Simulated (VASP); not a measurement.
# Li (I4/mmm) in VASP: notebook

The runs below take Li through single point, with PBE.

Everything below comes from runs of VASP 6.6.1. Logs are shortened: lines on timing, memory, paths and dates and some standing lists are left out, and cuts for length are marked.

## Step 1: The cell of the first run

The structure is tetragonal, space group I4/mmm (No. 139). Conventional cell: a = 3.500 Å, b = 3.500 Å, c = 3.465 Å, α = 90.00°, β = 90.00°, γ = 90.00°. Within 4.0 Å of Li (site symmetry 4/mmm) lie 14 Li at 3.02 to 3.50 Å.

## Step 2: Single point, PBE (strain -0.0100 x Voigt [1, 0, 0, 0, 0, 0])

The input, INCAR:

```
SYSTEM = Li
PREC = Accurate
ENCUT = 520
EDIFF = 1E-7
ISMEAR = 0
SIGMA = 0.15
LREAL = .FALSE.
LASPH = .TRUE.
NELM = 80
ALGO = Normal
ISIF = 2
LWAVE = .FALSE.
LCHARG = .TRUE.
GGA = PE
LELF = .TRUE.
LVHAR = .TRUE.
NBANDS = 8
```

The input, KPOINTS:

```
regular mesh
0
G
  20 20 20
  0 0 0
```

The input, POSCAR:

```
Li
1.0
   -1.7325000000      1.7500000000      1.7500000000
    1.7325000000     -1.7500000000      1.7500000000
    1.7325000000      1.7500000000     -1.7500000000
Li
1
Direct
    0.0000000000      0.0000000000      0.0000000000
```

Potentials or basis: VASP PAW PBE potentials, release 64 (Li_sv).

Started as:

```sh
> cat potpaw_PBE.64/Li_sv/POTCAR > POTCAR
> mpirun -np 1 vasp_std > vasp.out
```

OUTCAR:

```text
SYSTEM = Li
   PREC = Accurate
   ENCUT = 520
   EDIFF = 1E-7
   ISMEAR = 0
   LREAL = .FALSE.
   LASPH = .TRUE.
   NELM = 80
   ISIF = 2
   GGA = PE

 ion  position               nearest neighbor table
   1  0.000  0.000  0.000-

  LATTYP: Found a body centered tetragonal cell.
 ALAT       =     3.5000000000
 C/A-ratio  =     0.9900000000

  Lattice vectors:

 A1 = (  -1.7325000000,   1.7500000000,  -1.7500000000)
 A2 = (  -1.7325000000,  -1.7500000000,   1.7500000000)
 A3 = (   1.7325000000,   1.7500000000,   1.7500000000)

Analysis of symmetry for initial positions (statically):
=====================================================================
 Subroutine PRICEL returns:
 Original cell was already a primitive cell.

 Routine SETGRP: Setting up the symmetry group for a
 body centered tetragonal supercell.

 Subroutine GETGRP returns: Found 16 space group operations
 (whereof 16 operations were pure point group operations)
 out of a pool of 16 trial point group operations.

The static configuration has the point symmetry D_4h.

Analysis of symmetry for dynamics (positions and initial velocities):
=====================================================================
 Subroutine PRICEL returns:
 Original cell was already a primitive cell.

 Routine SETGRP: Setting up the symmetry group for a
 body centered tetragonal supercell.

 Subroutine GETGRP returns: Found 16 space group operations
 (whereof 16 operations were pure point group operations)
 out of a pool of 16 trial point group operations.

The dynamic configuration has the point symmetry D_4h.

 Subroutine INISYM returns: Found 16 space group operations
 (whereof 16 operations are pure point group operations),
 and found     1 'primitive' translations

----------------------------------------------------------------------------------------

                                     Primitive cell

  volume of cell :      21.2231

  direct lattice vectors                    reciprocal lattice vectors
    -1.732500000  1.750000000  1.750000000     0.000000000  0.285714286  0.285714286
     1.732500000 -1.750000000  1.750000000     0.288600289  0.000000000  0.285714286
     1.732500000  1.750000000 -1.750000000     0.288600289  0.285714286  0.000000000

  length of vectors
     3.021019075  3.021019075  3.021019075     0.404061018  0.406106857  0.406106857

  position of ions in fractional coordinates (direct lattice)
     0.000000000  0.000000000  0.000000000

  ion indices of the primitive-cell ions
   primitive index   ion index
                 1           1

----------------------------------------------------------------------------------------

 KPOINTS: regular mesh

Automatic generation of k-mesh.
 Grid dimensions read from file:
 generate k-points for:   20   20   20

 Generating k-lattice:

  Cartesian coordinates                     Fractional coordinates (reciprocal lattice)
     0.000000000  0.014285714  0.014285714     0.050000000  0.000000000  0.000000000
     0.014430014  0.000000000  0.014285714     0.000000000  0.050000000  0.000000000
     0.014430014  0.014285714  0.000000000     0.000000000  0.000000000  0.050000000

  Length of vectors
     0.020203051  0.020305343  0.020305343

  Shift w.r.t. Gamma in fractional coordinates (k-lattice)
     0.000000000  0.000000000  0.000000000

 Subroutine IBZKPT returns following result:
 ===========================================

 Found    641 irreducible k-points:

 Following reciprocal coordinates:
            Coordinates               Weight
  0.000000  0.000000  0.000000      1.000000
  0.050000  0.000000  0.000000      4.000000
  0.100000  0.000000  0.000000      4.000000
  0.150000  0.000000  0.000000      4.000000
  0.200000  0.000000  0.000000      4.000000
  0.250000  0.000000  0.000000      4.000000
[... 16 lines left out ...]
  0.050000  0.100000  0.000000     16.000000
  0.100000  0.100000 -0.000000     16.000000
 [... further k-points ...]
   k-points           NKPTS =    641   k-points in BZ     NKDIM =    641   number of bands    NBANDS=      8
   number of dos      NEDOS =    301   number of ions     NIONS =      1
   total plane-waves  NPLWV =  13824
   dimension x,y,z NGX =    24 NGY =   24 NGZ =   24
   dimension x,y,z NGXF=    48 NGYF=   48 NGZF=   48
   ions per type =               1
   NGX,Y,Z   is equivalent  to a cutoff of  13.21, 13.21, 13.21 a.u.
   NGXF,Y,Z  is equivalent  to a cutoff of  26.41, 26.41, 26.41 a.u.
 SYSTEM =  Li
   PREC   = accura    normal or accurate (medium, high low for compatibility)
   ISTART =      0    job   : 0-new  1-cont  2-samecut
   ICHARG =      2    charge: 1-file 2-atom 10-const
   ISPIN  =      1    spin polarized calculation?
   LNONCOLLINEAR =      F non collinear calculations
   LSORBIT =      F    spin-orbit coupling
   LASPH  =      T    aspherical Exc in radial PAW
   ENCUT  =  520.0 eV  38.22 Ry    6.18 a.u.   5.62  5.62  5.62*2*pi/ulx,y,z
   NELM   =     80;   NELMIN=  2; NELMDL= -5     # of ELM steps
   EDIFF  = 0.1E-06   stopping-criterion for ELM
   LREAL  =      F    real-space projection
   EDIFFG = 0.1E-05   stopping-criterion for IOM
   NSW    =      0    number of steps for IOM
   IBRION =     -1    ionic relax: 0-MD 1-quasi-New 2-CG
   NFREE  =      0    steps in history (QN), initial steepest desc. (CG)
   ISIF   =      2    stress and relaxation
   ISYM   =      2    0-nonsym 1-usesym 2-fastsym
   POTIM  = 0.5000    time-step for ionic-motion
   TEBEG  =    0.0;   TEEND  =   0.0 temperature during run
   PSTRESS=    0.0 pullay stress
   NELECT =       3.0000    total number of electrons
   NUPDOWN=      -1.0000    fix difference up-down
   EMIN   =  10.00;   EMAX   =-10.00  energy-range for DOS
   EFERMI =   0.00;   METHOD = LEGACY
   ISMEAR =     0;   SIGMA  =   0.15  broadening in eV -4-tet -1-fermi 0-gaus
   EFERMI_NEDOS =   21; number of points for ismear=-14 and -15
   IALGO  =     38    algorithm
   IMIX   =      4    mixing-type and parameters
     AMIX     =   0.40;   BMIX     =  1.00
     AMIX_MAG =   1.60;   BMIX_MAG =  1.00
  volume/ion in A,a.u.               =      21.22       143.22
  Fermi-wavevector in a.u.,A,eV,Ry     =   0.852797  1.611552  9.895001  0.727262
  Thomas-Fermi vector in A             =   1.969140
   LORBIT       =      0    0 simple, 1 ext, 2 COOP (PROOUT), +10 PAW based schemes
   GGA     = PE    functional components
   LHFCALC =     F    Hartree Fock is set to
   AEXX    =    0.0000 exact exchange contribution
   IVDW    =     0    specifies the selected vdW correction
   LEPSILON=     F    determine dielectric tensor
   LRPA    =     F    only Hartree local field effects (RPA)
 non-spin polarized calculation
 Gauss-broadening in eV      SIGMA  =   0.15
  energy-cutoff  :      520.00
  volume of cell :       21.22
 maximum number of plane-waves:       590
   NGX = 11   NGY = 11   NGZ = 11

 number of electron       2.9999990 magnetization

 Free energy of the ion-electron system (eV)
  ---------------------------------------------------
  ext. energy  EPLUGINS =         0.00000000
  ---------------------------------------------------
  free energy    TOTEN  =        -1.90585680 eV

  energy without entropy =       -1.90044684  energy(sigma->0) =       -1.90315182

 E-fermi :   0.5084     XC(G=0):  -6.9334

 val. band max:        0.5016750404   @ k =   0.4500  -0.0500   0.0500
 cond. band min:       0.5117606765   @ k =   0.2000   0.5000  -0.0000
 fundamental gap:      0.0100856360
 Fermi energy:         0.5083549492

 k-point     1 :       0.0000    0.0000    0.0000
  band No.  band energies     occupation
      1     -46.1091      2.00000
      2      -3.0003      2.00000
      3      14.6111      0.00000
      4      14.6111      0.00000
      5      14.6676      0.00000
      6      19.1525      0.00000
      7      19.3893      0.00000
      8      19.3893      0.00000

 k-point     2 :       0.0500    0.0000    0.0000
  band No.  band energies     occupation
      1     -46.1087      2.00000
      2      -2.9541      2.00000
      3      14.2805      0.00000
      4      14.4325      0.00000
      5      14.5412      0.00000
      6      18.4416      0.00000
      7      18.7095      0.00000
      8      19.7001      0.00000

 k-point     3 :       0.1000    0.0000    0.0000
  band No.  band energies     occupation
      1     -46.1075      2.00000
      2      -2.8155      2.00000
      3      13.3097      0.00000
      4      13.8781      0.00000
      5      14.3344      0.00000
      6      17.5173      0.00000
      7      17.7419      0.00000
      8      19.2400      0.00000

 k-point     4 :       0.1500    0.0000    0.0000
  band No.  band energies     occupation
      1     -46.1058      2.00000
      2      -2.5843      2.00000
      3      11.9122      0.00000
      4      13.2215      0.00000
      5      14.0114      0.00000
      6      16.8482      0.00000
      7      17.0272      0.00000
      8      19.0718      0.00000

 k-point     5 :       0.2000    0.0000    0.0000
  band No.  band energies     occupation
      1     -46.1035      2.00000
      2      -2.2607      2.00000
      3      10.3696      0.00000
      4      12.5793      0.00000
      5      13.6189      0.00000
      6      16.0637      0.00000
      7      16.8083      0.00000
      8      19.1673      0.00000

 k-point     6 :       0.2500    0.0000    0.0000
  band No.  band energies     occupation
      1     -46.1011      2.00000
      2      -1.8462      2.00000
      3       8.8366      0.00000
      4      12.0028      0.00000
      5      13.2125      0.00000
      6      15.3964      0.00000
      7      16.7440      0.00000
      8      19.4799      0.00000

 k-point     7 :       0.3000    0.0000    0.0000
  band No.  band energies     occupation
      1     -46.0986      2.00000
      2      -1.3442      2.00000
      3       7.3829      0.00000
      4      11.5155      0.00000
      5      12.8375      0.00000
      6      14.8489      0.00000
      7      16.7789      0.00000
      8      19.9647      0.00000
[... 133 lines left out ...]
 k-point    20 :       0.4000    0.0500   -0.0000
  band No.  band energies     occupation
      1     -46.0938      2.00000
      2       0.2100      1.99510
      3       4.3866      0.00000
      4      10.5405      0.00000
      5      11.7256      0.00000
      6      14.6881      0.00000
      7      17.1227      0.00000
      8      21.5854      0.00000

 k-point    21 :       0.4500    0.0500    0.0000
  band No.  band energies     occupation
      1     -46.0930      2.00000
      2       0.6924      0.08263
      3       3.6834      0.00000
      4      10.4305      0.00000
      5      11.6221      0.00000
      6      14.5763      0.00000
      7      17.1984      0.00000
      8      22.1518      0.00000

 k-point    22 :       0.0000    0.1000   -0.0000
  band No.  band energies     occupation
      1     -46.1075      2.00000
      2      -2.8136      2.00000
      3      13.4314      0.00000
      4      13.7980      0.00000
      5      14.3106      0.00000
      6      17.4748      0.00000
      7      17.5952      0.00000
      8      19.2777      0.00000

 k-point    23 :       0.0500    0.1000    0.0000
  band No.  band energies     occupation
      1     -46.1064      2.00000
      2      -2.6748      2.00000
      3      12.7845      0.00000
      4      13.1669      0.00000
      5      13.9263      0.00000
      6      17.1007      0.00000
      7      17.2799      0.00000
      8      19.2128      0.00000

 k-point    24 :       0.1000    0.1000   -0.0000
  band No.  band energies     occupation
      1     -46.1047      2.00000
      2      -2.4433      2.00000
      3      11.8905      0.00000
      4      12.1448      0.00000
      5      13.4162      0.00000
      6      16.8615      0.00000
      7      17.1652      0.00000
      8      19.2686      0.00000

 [... further k-points ...]

------------------------ aborting loop because EDIFF is reached ----------------------------------------

  FORCE on cell =-STRESS in cart. coord.  units (eV):
  Direction    XX          YY          ZZ          XY          YZ          ZX
  --------------------------------------------------------------------------------------
  -------------------------------------------------------------------------------------
  Total       -0.0883417     -0.0870367     -0.0870367      0.0000000      0.0000000      0.0000000
  in kB       -6.6690947     -6.5705802     -6.5705802      0.0000000      0.0000000      0.0000000
  external PRESSURE =      -6.6034184 kB  Pullay stress =       0.0000000 kB

 VOLUME and BASIS-vectors are now :
 -----------------------------------------------------------------------------
  energy-cutoff  :      520.00
  volume of cell :       21.22
      direct lattice vectors                 reciprocal lattice vectors
    -1.732500000  1.750000000  1.750000000     0.000000000  0.285714286  0.285714286
     1.732500000 -1.750000000  1.750000000     0.288600289  0.000000000  0.285714286
     1.732500000  1.750000000 -1.750000000     0.288600289  0.285714286  0.000000000

 POSITION                                       TOTAL-FORCE (eV/Angst)
 -----------------------------------------------------------------------------------
      0.00000      0.00000      0.00000         0.000000     -0.000000      0.000000
 -----------------------------------------------------------------------------------
    total drift:                                0.000000      0.000000     -0.000000

  FREE ENERGIE OF THE ION-ELECTRON SYSTEM (eV)
  ---------------------------------------------------
  free  energy   TOTEN  =        -1.9058568049 eV

  energy  without entropy=       -1.9004468431  energy(sigma->0) =       -1.90315182
```

Wall time 64 s (1 thread of Intel Xeon Platinum 8175M at 2.50GHz (Skylake/Cascade Lake), shared host); peak memory 0.2 GiB.

Results:

* Free energy: -1.9059 eV
* Band gap on the k mesh: zero (an odd number of electrons rules out a gap without spin polarisation)

Caveat: the cell differs from its parent crystal (strain -0.0100 x Voigt [1, 0, 0, 0, 0, 0]); the cutoff is under 1.25 times the usual one of these potentials, so pressure, stress and relaxed cells hold a basis-set (Pulay) error.

## Step 3: Single point, PBE (strain -0.0050 x Voigt [1, 0, 0, 0, 0, 0])

The input, INCAR:

```
PREC = Accurate
ENCUT = 520
EDIFF = 1E-6
ISMEAR = 0
SIGMA = 0.15
LREAL = F
LASPH = T
NELM = 80
ALGO = Normal
ISIF = 2
LWAVE = F
LCHARG = F
GGA = PE
NBANDS = 8
```

The input, KPOINTS:

```
regular mesh
0
Gamma
  20 20 20
```

The input, POSCAR:

```
Li
1.0
   -1.7412500000      1.7500000000      1.7500000000
    1.7412500000     -1.7500000000      1.7500000000
    1.7412500000      1.7500000000     -1.7500000000
Li
1
Direct
    0.0000000000      0.0000000000      0.0000000000
```

Potentials or basis: VASP PAW PBE potentials, release 64 (Li_sv).

Started as:

```sh
> cat potpaw_PBE.64/Li_sv/POTCAR > POTCAR
> mpirun -np 1 vasp_std > vasp.out
```

OUTCAR:

```text
PREC = Accurate
   ENCUT = 520
   EDIFF = 1E-6
   ISMEAR = 0
   LREAL = F
   LASPH = T
   NELM = 80
   ISIF = 2
   GGA = PE

 ion  position               nearest neighbor table
   1  0.000  0.000  0.000-

  LATTYP: Found a body centered tetragonal cell.
 ALAT       =     3.5000000000
 C/A-ratio  =     0.9950000000

  Lattice vectors:

 A1 = (  -1.7412500000,   1.7500000000,  -1.7500000000)
 A2 = (  -1.7412500000,  -1.7500000000,   1.7500000000)
 A3 = (   1.7412500000,   1.7500000000,   1.7500000000)
[... 442 lines left out ...]
      8      19.1788      0.00000

 [... further k-points ...]

------------------------ aborting loop because EDIFF is reached ----------------------------------------

  FORCE on cell =-STRESS in cart. coord.  units (eV):
  Direction    XX          YY          ZZ          XY          YZ          ZX
  --------------------------------------------------------------------------------------
  -------------------------------------------------------------------------------------
  Total       -0.0956669     -0.0949181     -0.0949181      0.0000000      0.0000000     -0.0000000
  in kB       -7.1857985     -7.1295520     -7.1295520      0.0000000      0.0000000     -0.0000000
  external PRESSURE =      -7.1483008 kB  Pullay stress =       0.0000000 kB

 VOLUME and BASIS-vectors are now :
 -----------------------------------------------------------------------------
  energy-cutoff  :      520.00
  volume of cell :       21.33
      direct lattice vectors                 reciprocal lattice vectors
    -1.741250000  1.750000000  1.750000000     0.000000000  0.285714286  0.285714286
     1.741250000 -1.750000000  1.750000000     0.287150036  0.000000000  0.285714286
     1.741250000  1.750000000 -1.750000000     0.287150036  0.285714286  0.000000000

 POSITION                                       TOTAL-FORCE (eV/Angst)
 -----------------------------------------------------------------------------------
      0.00000      0.00000      0.00000         0.000000      0.000000     -0.000000
 -----------------------------------------------------------------------------------
    total drift:                               -0.000000      0.000000     -0.000000

  FREE ENERGIE OF THE ION-ELECTRON SYSTEM (eV)
  ---------------------------------------------------
  free  energy   TOTEN  =        -1.9054650332 eV

  energy  without entropy=       -1.9000336604  energy(sigma->0) =       -1.90274935
```

stdout:

```text
POSCAR found type information on POSCAR Li
 POSCAR found :  1 types and       1 ions
 scaLAPACK will be used
 LDA part: xc-table for (Slater+PW92), standard interpolation
 POSCAR, INCAR and KPOINTS ok, starting setup
 FFT: planning ... GRIDC
 FFT: planning ... GRID_SOFT
 FFT: planning ... GRID
 WAVECAR not read
 entering main loop
```

It took 55 s on 1 thread of Intel Xeon Platinum 8175M at 2.50GHz (Skylake/Cascade Lake), shared host; peak memory 0.2 GiB.

Results:

```yaml
Free_energy: -1.9055 eV
Band_gap_on_the_k_mesh: zero (an odd number of electrons rules out a gap without spin polarisation)
```

Caveat: the cell differs from its parent crystal (strain -0.0050 x Voigt [1, 0, 0, 0, 0, 0]); the cutoff is under 1.25 times the usual one of these potentials, so pressure, stress and relaxed cells hold a basis-set (Pulay) error.

[end of part 1 of 2]
